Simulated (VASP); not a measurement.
Wanted: the native input for a VASP 6.6.1 run.

```yaml
Task: relaxation of cell and atoms
Functional: PBEsol
Potentials_or_basis: VASP PAW PBE potentials, release 64 (Sc_sv, Pt)
Cutoff: 600 eV
k_mesh: 14 × 14 × 14
Occupations: fermi-dirac, width 0.1 eV
Spin: no spin polarisation
Target_pressure: 15 GPa
Dipole_correction: no
Further_INCAR_settings: ALGO = Normal; EDIFF = 1e-06; IBRION = 2; EDIFFG = -0.002; NSW = 100; ISIF = 3
```

The structure of ScPt lies in POSCAR:

```
ScPt
1.0
    3.2602670112      0.0000000000      0.0000000000
    0.0000000000      3.2602670112      0.0000000000
    0.0000000000      0.0000000000      3.2602670112
Sc Pt
1 1
Direct
    0.5000000000      0.5000000000      0.5000000000
    0.0000000000      0.0000000000      0.0000000000
```

These files were run (other wordings do the same):

INCAR

```
SYSTEM = ScPt
PREC = Accurate
ENCUT = 600
EDIFF = 1E-6
ISMEAR = -1
SIGMA = 0.1
LREAL = .False.
LASPH = .True.
NELM = 100
ALGO = Normal
ISIF = 3
LWAVE = .False.
LCHARG = .False.
GGA = PS
IBRION = 2
NSW = 100
EDIFFG = -0.002
PSTRESS = 150.0
```

KPOINTS

```
regular mesh
0
Gamma
  14 14 14
  0 0 0
```

Potentials or basis: VASP PAW PBE potentials, release 64 (Sc_sv, Pt).

Run with:

```bash
$ cat potpaw_PBE.64/Sc_sv/POTCAR potpaw_PBE.64/Pt/POTCAR > POTCAR
$ mpirun -np 1 vasp_std > vasp.out
```

Results of the run:

* Relaxed volume: 15.98 Å³/atom
* Relaxed cell: a = 3.173 Å, b = 3.173 Å, c = 3.173 Å, α = 90.00°, β = 90.00°, γ = 90.00°
* Space group after relaxing (to 0.05 Å): Pm-3m (No. 221)
* Energy change on relaxing (the enthalpy is what falls): +59.8 meV/atom
* Ionic steps: 7
* Pressure after relaxing: 15.0 GPa

Caveat: the cell is relaxed towards a set pressure, so the enthalpy falls and the energy may rise; the PAW data sets were made with another functional, which shifts forces and pressure a little.

It took 3.2 min on 1 thread of Intel Xeon 6975P-C, on a shared host, peak memory 0.24 GiB.
